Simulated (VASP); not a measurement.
# BeS (f.balt) (F-43m) in VASP: notebook

Runs on BeS (f.balt). Level: PBEsol. Tasks: single point, relaxation of cell and atoms.

All numbers are computed with VASP 6.6.1; they aren't measurements. Logs are shortened: lines on timing, memory, paths and dates and some standing lists are left out, and cuts for length are marked.

### Step 1. The cell of the first run

Symmetry: F-43m, No. 216, cubic system. The conventional cell has a = 4.840 Å, b = 4.840 Å, c = 4.840 Å, α = 90.00°, β = 90.00°, γ = 90.00°. Within 2.8 Å of Be (site symmetry -43m) lie 4 S at 2.10 Å. S (site symmetry -43m) has 4 Be at 2.10 Å within 2.8 Å.

### Step 2. Single point, PBEsol

INCAR

```
PREC = Accurate ; ENCUT = 600
EDIFF = 1E-6 ; ISMEAR = 0
SIGMA = 0.1 ; LREAL = F
LASPH = T ; NELM = 120
ALGO = Normal ; ISIF = 2
LWAVE = F ; LCHARG = F
GGA = PS ; NBANDS = 11
GGA_COMPAT = F
```

KPOINTS

```
regular mesh
0
Gamma
  6 6 6
```

POSCAR

```
BeS
1.0
    0.0000000000      2.4200000000      2.4200000000
    2.4200000000      0.0000000000      2.4200000000
    2.4200000000      2.4200000000      0.0000000000
Be S
1 1
Direct
    0.0000000000      0.0000000000      0.0000000000
    0.2500000000      0.2500000000      0.2500000000
```

Potentials or basis: VASP PAW PBE potentials, release 64 (Be, S).

Command:

```sh
$ cat potpaw_PBE.64/Be/POTCAR potpaw_PBE.64/S/POTCAR > POTCAR
$ mpirun -np 1 vasp_std > vasp.out
```

OUTCAR:

```text
PREC = Accurate
   ENCUT = 600
   EDIFF = 1E-6
   ISMEAR = 0
   LREAL = F
   LASPH = T
   NELM = 120
   ISIF = 2
   GGA = PS

 ion  position               nearest neighbor table
   1  0.000  0.000  0.000-   2 2.10   2 2.10   2 2.10   2 2.10
   2  0.250  0.250  0.250-   1 2.10   1 2.10   1 2.10   1 2.10

  LATTYP: Found a face centered cubic cell.
 ALAT       =     4.8400000000

  Lattice vectors:

 A1 = (   0.0000000000,   2.4200000000,   2.4200000000)
 A2 = (   2.4200000000,   0.0000000000,   2.4200000000)
 A3 = (   2.4200000000,   2.4200000000,   0.0000000000)

Analysis of symmetry for initial positions (statically):
=====================================================================
 Subroutine PRICEL returns:
 Original cell was already a primitive cell.

 Routine SETGRP: Setting up the symmetry group for a
 face centered cubic supercell.

 Subroutine GETGRP returns: Found 24 space group operations
 (whereof 24 operations were pure point group operations)
 out of a pool of 48 trial point group operations.

The static configuration has the point symmetry T_d .

Analysis of symmetry for dynamics (positions and initial velocities):
=====================================================================
 Subroutine PRICEL returns:
 Original cell was already a primitive cell.

 Routine SETGRP: Setting up the symmetry group for a
 face centered cubic supercell.

 Subroutine GETGRP returns: Found 24 space group operations
 (whereof 24 operations were pure point group operations)
 out of a pool of 48 trial point group operations.

The dynamic configuration has the point symmetry T_d .

 Subroutine INISYM returns: Found 24 space group operations
 (whereof 24 operations are pure point group operations),
 and found     1 'primitive' translations

----------------------------------------------------------------------------------------

                                     Primitive cell

  volume of cell :      28.3450

  direct lattice vectors                    reciprocal lattice vectors
     0.000000000  2.420000000  2.420000000    -0.206611570  0.206611570  0.206611570
     2.420000000  0.000000000  2.420000000     0.206611570 -0.206611570  0.206611570
     2.420000000  2.420000000  0.000000000     0.206611570  0.206611570 -0.206611570

  length of vectors
     3.422396821  3.422396821  3.422396821     0.357861737  0.357861737  0.357861737

  position of ions in fractional coordinates (direct lattice)
     0.000000000  0.000000000  0.000000000
     0.250000000  0.250000000  0.250000000

  ion indices of the primitive-cell ions
   primitive index   ion index
                 1           1
                 2           2

----------------------------------------------------------------------------------------

 KPOINTS: regular mesh

Automatic generation of k-mesh.
 Grid dimensions read from file:
 generate k-points for:    6    6    6

 Generating k-lattice:

  Cartesian coordinates                     Fractional coordinates (reciprocal lattice)
    -0.034435262  0.034435262  0.034435262     0.166666667  0.000000000  0.000000000
     0.034435262 -0.034435262  0.034435262     0.000000000  0.166666667  0.000000000
     0.034435262  0.034435262 -0.034435262     0.000000000  0.000000000  0.166666667

  Length of vectors
     0.059643623  0.059643623  0.059643623

  Shift w.r.t. Gamma in fractional coordinates (k-lattice)
     0.000000000  0.000000000  0.000000000

 Subroutine IBZKPT returns following result:
 ===========================================

 Found     16 irreducible k-points:

 Following reciprocal coordinates:
            Coordinates               Weight
  0.000000  0.000000  0.000000      1.000000
  0.166667  0.000000  0.000000      8.000000
  0.333333  0.000000  0.000000      8.000000
  0.500000  0.000000  0.000000      4.000000
  0.166667  0.166667  0.000000      6.000000
  0.333333  0.166667  0.000000     24.000000
[... 8 lines left out ...]
 -0.333333  0.333333  0.166667     24.000000
 -0.333333  0.500000  0.166667     12.000000
   k-points           NKPTS =     16   k-points in BZ     NKDIM =     16   number of bands    NBANDS=     11
   number of dos      NEDOS =    301   number of ions     NIONS =      2
   total plane-waves  NPLWV =  21952
   dimension x,y,z NGX =    28 NGY =   28 NGZ =   28
   dimension x,y,z NGXF=    56 NGYF=   56 NGZF=   56
   ions per type =               1   1
   NGX,Y,Z   is equivalent  to a cutoff of  13.60, 13.60, 13.60 a.u.
   NGXF,Y,Z  is equivalent  to a cutoff of  27.20, 27.20, 27.20 a.u.
 SYSTEM =  unknown system
   PREC   = accura    normal or accurate (medium, high low for compatibility)
   ISTART =      0    job   : 0-new  1-cont  2-samecut
   ICHARG =      2    charge: 1-file 2-atom 10-const
   ISPIN  =      1    spin polarized calculation?
   LNONCOLLINEAR =      F non collinear calculations
   LSORBIT =      F    spin-orbit coupling
   LASPH  =      T    aspherical Exc in radial PAW
   ENCUT  =  600.0 eV  44.10 Ry    6.64 a.u.   6.84  6.84  6.84*2*pi/ulx,y,z
   NELM   =    120;   NELMIN=  2; NELMDL= -5     # of ELM steps
   EDIFF  = 0.1E-05   stopping-criterion for ELM
   LREAL  =      F    real-space projection
   EDIFFG = 0.1E-04   stopping-criterion for IOM
   NSW    =      0    number of steps for IOM
   IBRION =     -1    ionic relax: 0-MD 1-quasi-New 2-CG
   NFREE  =      0    steps in history (QN), initial steepest desc. (CG)
   ISIF   =      2    stress and relaxation
   ISYM   =      2    0-nonsym 1-usesym 2-fastsym
   POTIM  = 0.5000    time-step for ionic-motion
   TEBEG  =    0.0;   TEEND  =   0.0 temperature during run
   PSTRESS=    0.0 pullay stress
   NELECT =       8.0000    total number of electrons
   NUPDOWN=      -1.0000    fix difference up-down
   EMIN   =  10.00;   EMAX   =-10.00  energy-range for DOS
   EFERMI =   0.00;   METHOD = LEGACY
   ISMEAR =     0;   SIGMA  =   0.10  broadening in eV -4-tet -1-fermi 0-gaus
   EFERMI_NEDOS =   21; number of points for ismear=-14 and -15
   IALGO  =     38    algorithm
   IMIX   =      4    mixing-type and parameters
     AMIX     =   0.40;   BMIX     =  1.00
     AMIX_MAG =   1.60;   BMIX_MAG =  1.00
  volume/ion in A,a.u.               =      14.17        95.64
  Fermi-wavevector in a.u.,A,eV,Ry     =   1.073856  2.029294 15.689791  1.153167
  Thomas-Fermi vector in A             =   2.209668
   LORBIT       =      0    0 simple, 1 ext, 2 COOP (PROOUT), +10 PAW based schemes
   GGA     = PS    functional components
   LHFCALC =     F    Hartree Fock is set to
   AEXX    =    0.0000 exact exchange contribution
   IVDW    =     0    specifies the selected vdW correction
   LEPSILON=     F    determine dielectric tensor
   LRPA    =     F    only Hartree local field effects (RPA)
 non-spin polarized calculation
 Gauss-broadening in eV      SIGMA  =   0.10
  energy-cutoff  :      600.00
  volume of cell :       28.34
 maximum number of plane-waves:       960
   NGX = 13   NGY = 13   NGZ = 13

 number of electron       7.9999999 magnetization

 Free energy of the ion-electron system (eV)
  ---------------------------------------------------
  ext. energy  EPLUGINS =         0.00000000
  ---------------------------------------------------
  free energy    TOTEN  =       -10.56138694 eV

  energy without entropy =      -10.56138694  energy(sigma->0) =      -10.56138694

 E-fermi :   4.6502     XC(G=0):  -9.9257

 val. band max:        4.2105013163   @ k =   0.0000   0.0000   0.0000
 cond. band min:       7.1232296774   @ k =   0.5000   0.5000   0.0000
 fundamental gap:      2.9127283611
 Fermi energy:         4.6502094931

 k-point     1 :       0.0000    0.0000    0.0000
  band No.  band energies     occupation
      1      -9.5493      2.00000
      2       4.2105      2.00000
      3       4.2105      2.00000
      4       4.2105      2.00000
      5       9.8162      0.00000
      6       9.8162      0.00000
      7       9.8162      0.00000
      8       9.9682      0.00000
      9      17.0163      0.00000
     10      17.0163      0.00000
     11      18.9331      0.00000

 k-point     2 :       0.1667    0.0000    0.0000
  band No.  band energies     occupation
      1      -9.2327      2.00000
      2       2.2769      2.00000
      3       3.8768      2.00000
      4       3.8768      2.00000
      5       9.7085      0.00000
      6      10.3893      0.00000
      7      10.3893      0.00000
      8      12.0121      0.00000
      9      16.0441      0.00000
     10      16.0441      0.00000
     11      18.5670      0.00000

 k-point     3 :       0.3333    0.0000    0.0000
  band No.  band energies     occupation
      1      -8.4390      2.00000
      2      -0.4411      2.00000
      3       3.3654      2.00000
      4       3.3654      2.00000
      5       9.6460      0.00000
      6      10.8010      0.00000
      7      10.8010      0.00000
      8      14.4875      0.00000
      9      16.7958      0.00000
     10      16.7958      0.00000
     11      18.3050      0.00000

 k-point     4 :       0.5000    0.0000    0.0000
  band No.  band energies     occupation
      1      -7.8969      2.00000
      2      -1.6946      2.00000
      3       3.1582      2.00000
      4       3.1582      2.00000
      5       9.6100      0.00000
      6      10.6898      0.00000
      7      10.6898      0.00000
      8      15.2154      0.00000
      9      19.1650      0.00000
     10      19.1650      0.00000
     11      19.2898      0.00000
[... 127 lines left out ...]
 k-point    14 :       0.5000    0.3333    0.1667
  band No.  band energies     occupation
      1      -7.8519      2.00000
      2      -0.2561      2.00000
      3       1.1554      2.00000
      4       2.2532      2.00000
      5       9.8511      0.00000
      6      11.1167      0.00000
      7      12.0010      0.00000
      8      14.4905      0.00000
      9      16.7820      0.00000
     10      18.7992      0.00000
     11      20.8966      0.00000

 k-point    15 :      -0.3333    0.3333    0.1667
  band No.  band energies     occupation
      1      -7.4562      2.00000
      2      -0.7511      2.00000
      3       0.6997      2.00000
      4       1.7633      2.00000
      5      10.2546      0.00000
      6      11.1611      0.00000
      7      13.6622      0.00000
      8      14.4072      0.00000
      9      15.4036      0.00000
     10      19.7199      0.00000
     11      20.5227      0.00000

 k-point    16 :      -0.3333    0.5000    0.1667
  band No.  band energies     occupation
      1      -7.2978      2.00000
      2      -0.4637      2.00000
      3       0.7181      2.00000
      4       0.9325      2.00000
      5       9.2070      0.00000
      6      10.7915      0.00000
      7      14.1770      0.00000
      8      14.6896      0.00000
      9      18.6438      0.00000
     10      18.7154      0.00000
     11      21.2605      0.00000

------------------------ aborting loop because EDIFF is reached ----------------------------------------

  FORCE on cell =-STRESS in cart. coord.  units (eV):
  Direction    XX          YY          ZZ          XY          YZ          ZX
  --------------------------------------------------------------------------------------
  -------------------------------------------------------------------------------------
  Total        0.0197701      0.0197701      0.0197701     -0.0000000      0.0000000      0.0000000
  in kB        1.1174879      1.1174879      1.1174879     -0.0000000      0.0000000      0.0000000
  external PRESSURE =       1.1174879 kB  Pullay stress =       0.0000000 kB

 VOLUME and BASIS-vectors are now :
 -----------------------------------------------------------------------------
  energy-cutoff  :      600.00
  volume of cell :       28.34
      direct lattice vectors                 reciprocal lattice vectors
     0.000000000  2.420000000  2.420000000    -0.206611570  0.206611570  0.206611570
     2.420000000  0.000000000  2.420000000     0.206611570 -0.206611570  0.206611570
     2.420000000  2.420000000  0.000000000     0.206611570  0.206611570 -0.206611570

 POSITION                                       TOTAL-FORCE (eV/Angst)
 -----------------------------------------------------------------------------------
      0.00000      0.00000      0.00000         0.000000      0.000000     -0.000000
      1.21000      1.21000      1.21000        -0.000000     -0.000000      0.000000
 -----------------------------------------------------------------------------------
    total drift:                               -0.000000     -0.000000      0.000000

  FREE ENERGIE OF THE ION-ELECTRON SYSTEM (eV)
  ---------------------------------------------------
  free  energy   TOTEN  =       -10.5613869447 eV

  energy  without entropy=      -10.5613869447  energy(sigma->0) =      -10.56138694
```

Wall time 3.6 s (1 thread of AMD EPYC 9R45 (Zen 5), shared host); peak memory 0.12 GiB.

Results:

```
Free energy            : -10.5614 eV
Pressure               : 0.1 GPa
Band gap on the k mesh : 2.91 eV, indirect (least direct gap 5.61 eV)
```

Levels at points of the mesh, in eV from the valence-band top:
```
           k point  band 1  band 2  band 3  band 4  band 5  band 6  band 7  band 8  band 9
(0.00, 0.00, 0.00)  -13.76    0.00    0.00    0.00    5.61    5.61    5.61    5.76   12.81
(0.50, 0.00, 0.00)  -12.11   -5.91   -1.05   -1.05    5.40    6.48    6.48   11.00   14.95
(0.50, 0.50, 0.00)  -11.55   -5.10   -2.70   -2.70    2.91    4.80   12.80   12.80   15.48
```

Caveat: the PAW data sets were made with another functional, which shifts forces and pressure a little. Expect the measured gap to be larger: semilocal functionals such as PBEsol lack the derivative discontinuity.

### Step 3. Single point, PBEsol

INCAR

```
SYSTEM = BeS
PREC = Accurate ; ENCUT = 600
EDIFF = 1E-6 ; ISMEAR = 0
SIGMA = 0.02 ; LREAL = .False.
LASPH = .True. ; NELM = 120
ALGO = Normal ; ISIF = 2
LWAVE = .False. ; LCHARG = .True.
GGA = PS ; LELF = .True.
LVHAR = .True. ; NBANDS = 11
GGA_COMPAT = .False.
```

KPOINTS

```
regular mesh
0
Gamma
  8 8 8
  0 0 0
```

POSCAR

```
BeS
1.0
    0.0000000000      2.4188489382      2.4188489382
    2.4188489382      0.0000000000      2.4188489382
    2.4188489382      2.4188489382      0.0000000000
Be S
1 1
Direct
    0.0000000000      0.0000000000      0.0000000000
    0.2500000000      0.2500000000      0.2500000000
```

Potentials or basis: VASP PAW PBE potentials, release 64 (Be, S).

Command:

```sh
$ cat potpaw_PBE.64/Be/POTCAR potpaw_PBE.64/S/POTCAR > POTCAR
$ mpirun -np 1 vasp_std > vasp.out
```

Wall time 5.7 s (1 thread of AMD EPYC 9R45 (Zen 5), shared host); peak memory 0.12 GiB.

The run converged. Its results:

* Free energy: -10.5643 eV
* Pressure: 0.2 GPa
* Band gap on the k mesh: 2.91 eV, indirect (least direct gap 5.61 eV)

Levels at points of the mesh, in eV from the valence-band top:
| k point | band 1 | band 2 | band 3 | band 4 | band 5 | band 6 | band 7 | band 8 | band 9 |
| --- | --- | --- | --- | --- | --- | --- | --- | --- | --- |
| (0.00, 0.00, 0.00) | -13.77 | 0.00 | 0.00 | 0.00 | 5.61 | 5.61 | 5.61 | 5.77 | 12.81 |
| (0.50, 0.00, 0.00) | -12.11 | -5.91 | -1.05 | -1.05 | 5.41 | 6.48 | 6.48 | 11.01 | 14.96 |
| (0.50, 0.50, 0.00) | -11.56 | -5.11 | -2.70 | -2.70 | 2.91 | 4.80 | 12.81 | 12.81 | 15.50 |

Caveat: the PAW data sets were made with another functional, which shifts forces and pressure a little.

### Step 4. Single point, PBEsol

INCAR

```
ALGO = Normal
EDIFF = 1E-6
ENCUT = 600
GGA = PS
GGA_COMPAT = False
ISIF = 2
ISMEAR = 0
LASPH = True
LCHARG = False
LREAL = False
LWAVE = False
NBANDS = 11
NELM = 120
PREC = Accurate
SIGMA = 0.02
```

KPOINTS

```
k-points
0
Gamma
  8 8 8
```

POSCAR is that of step 3.

Command:

```sh
$ cat potpaw_PBE.64/Be/POTCAR potpaw_PBE.64/S/POTCAR > POTCAR
$ mpirun -np 1 vasp_std > vasp.out
```

Wall time 5.5 s (1 thread of AMD EPYC 9R45 (Zen 5), shared host); peak memory 0.12 GiB.

The run converged. Its results:

| Property | Result |
| --- | --- |
| Free energy | -10.5643 eV |
| Pressure | 0.2 GPa |
| Band gap on the k mesh | 2.91 eV, indirect (least direct gap 5.61 eV) |

Levels at points of the mesh, in eV from the valence-band top:
```
           k point  band 2  band 3  band 4  band 5  band 6  band 7
(0.00, 0.00, 0.00)    0.00    0.00    0.00    5.61    5.61    5.61
(0.50, 0.00, 0.00)   -5.91   -1.05   -1.05    5.41    6.48    6.48
(0.50, 0.50, 0.00)   -5.11   -2.70   -2.70    2.91    4.80   12.81
```

Caveat: the PAW data sets were made with another functional, which shifts forces and pressure a little.

### Step 5. Relaxation of cell and atoms, PBEsol

INCAR

```
ALGO     = Normal         # electronic algorithm
EDIFF    = 1E-7           # SCF threshold, eV
EDIFFG   = -0.002         # ionic threshold
ENCUT    = 600            # plane-wave cutoff, eV
GGA      = PS             # functional
GGA_COMPAT= False        
IBRION   = 2              # ionic algorithm
ISIF     = 3              # what is computed and relaxed
ISMEAR   = 0              # smearing method
LASPH    = True           # aspherical terms in the spheres
LCHARG   = False          # write CHGCAR
LREAL    = False          # projectors in reciprocal space
LWAVE    = False          # write WAVECAR
NELM     = 120            # most SCF steps
NELMIN   = 4            
NSW      = 100            # ionic steps
PREC     = Accurate       # precision mode
SIGMA    = 0.02           # smearing width, eV
```

KPOINTS is that of step 4.

POSCAR

```
BeS
1.0
    0.0000000000      2.4200000000      2.4200000000
    2.4200000000      0.0000000000      2.4200000000
    2.4200000000      2.4200000000      0.0000000000
Be S
1 1
Direct
    0.0000000000      0.0000000000      0.0000000000
    0.2500000000      0.2500000000      0.2500000000
```

Command:

```sh
$ cat potpaw_PBE.64/Be/POTCAR potpaw_PBE.64/S/POTCAR > POTCAR
$ mpirun -np 1 vasp_std > vasp.out
```

Run time: 6.3 s. Hardware: 1 thread of AMD EPYC 9R45 (Zen 5), shared host; peak memory 0.12 GiB.

It converged, with:

| Property | Result |
| --- | --- |
| Free energy | -10.5644 eV |
| Relaxed volume | 14.19 Å³/atom |
| Relaxed cell | a = 3.423 Å, b = 3.423 Å, c = 3.423 Å, α = 60.00°, β = 60.00°, γ = 60.00° |
| Space group after relaxing (to 0.05 Å) | F-43m (No. 216) |
| Energy gained by relaxing | 0.0 meV/atom |
| Ionic steps | 2 |
| Pressure after relaxing | 0.0 GPa |
| Band gap on the k mesh | 2.92 eV, indirect (least direct gap 5.61 eV) |

Final structure:
```cif
data_structure
_symmetry_space_group_name_H-M 'P 1'
_symmetry_Int_Tables_number 1
_cell_length_a 3.4234
_cell_length_b 3.4234
_cell_length_c 3.4234
_cell_angle_alpha 60.000
_cell_angle_beta 60.000
_cell_angle_gamma 60.000
_cell_volume 28.37
loop_
_atom_site_label
_atom_site_type_symbol
_atom_site_fract_x
_atom_site_fract_y
_atom_site_fract_z
_atom_site_occupancy
Be1 Be 0.00000 0.00000 0.00000 1
S1 S 0.25000 0.25000 0.25000 1
```

Levels at points of the mesh, in eV from the valence-band top:
```tsv
k point	band 1	band 2	band 3	band 4	band 5	band 6	band 7	band 8
(0.00, 0.00, 0.00)	-13.75	0.00	0.00	0.00	5.61	5.61	5.61	5.75
(0.50, 0.00, 0.00)	-12.10	-5.90	-1.05	-1.05	5.40	6.48	6.48	11.00
(0.50, 0.50, 0.00)	-11.55	-5.10	-2.69	-2.69	2.92	4.81	12.79	12.79
```

Caveat: the PAW data sets were made with another functional, which shifts forces and pressure a little.

### Step 6. Overview

```tsv
task	cell	k mesh	smearing	gap on the mesh (eV)	pressure (GPa)
single point	a = 3.422 Å, angles 60.0°, 2 atoms	6 × 6 × 6	gaussian 0.1 eV	2.91	0.1
single point	a = 3.421 Å, angles 60.0°, 2 atoms	8 × 8 × 8	gaussian 0.02 eV	2.91	0.2
relaxation of cell and atoms	relaxed from a = 3.422 Å, angles 60.0°, 2 atoms	8 × 8 × 8	gaussian 0.02 eV	2.92	0.0
```

Alike in all rows: level PBEsol; potentials or basis VASP PAW PBE potentials, release 64 (Be, S); no spin polarisation; cutoff (eV) 600.

Caveats: the PAW data sets were made with another functional, which shifts forces and pressure a little.

Total energies depend on the potentials used, so only differences within one code and one set of settings carry meaning.
